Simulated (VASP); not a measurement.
Write the native input for VASP 6.6.1 that does the following.

```
Task                   : single point
Functional             : LDA
Potentials or basis    : VASP PAW LDA potentials, release 64 (Pd)
Cutoff                 : 520 eV
k mesh                 : 9 × 9 × 14
Occupations            : fermi-dirac, width 0.1 eV
Spin                   : no spin polarisation
Dipole correction      : no
Further INCAR settings : ALGO = Normal; EDIFF = 1e-06; NBANDS = 22
```

The structure of Pd lies in POSCAR:

```
Pd
1.0
    4.5529573550      0.0000000000      0.0000000000
   -2.2764786775      3.9429767318      0.0000000000
    0.0000000000      0.0000000000      2.7083748493
Pd
3
Direct
    0.0000000000      0.0000000000      0.0000000000
    0.3333333333      0.6666666667      0.5000000000
    0.6666666667      0.3333333333      0.5000000000
```

This isn't the form of Pd at room conditions, which is fcc.

One way to write it, as run:

INCAR

```
SYSTEM = Pd
PREC     = Accurate       ! precision mode
ENCUT    = 520            ! plane-wave cutoff, eV
EDIFF    = 1E-6           ! SCF threshold, eV
ISMEAR   = -1             ! smearing method
SIGMA    = 0.1            ! smearing width, eV
LREAL    = .FALSE.        ! projectors in reciprocal space
LASPH    = .TRUE.         ! aspherical terms in the spheres
NELM     = 80             ! most SCF steps
ALGO     = Normal         ! electronic algorithm
ISIF     = 2              ! what is computed and relaxed
LWAVE    = .FALSE.        ! write WAVECAR
LCHARG   = .FALSE.        ! write CHGCAR
GGA      = CA             ! functional
NBANDS   = 22             ! bands
```

KPOINTS

```
regular mesh
0
G
  9 9 14
  0 0 0
```

Potentials or basis: VASP PAW LDA potentials, release 64 (Pd).

The run is started by

```sh
$ cat potpaw_LDA.64/Pd/POTCAR > POTCAR
$ mpirun -np 1 vasp_std > vasp.out
```

It gave:

```json
{
  "Pressure": "-17.7 GPa",
  "Band gap on the k mesh": "zero (bands 15 and 16 overlap by 0.84 eV)"
}
```

Caveat: the cell stands under tension.

It took 110 s on 1 thread of Intel Xeon 8259CL (shared host), peak memory 0.2 GiB.
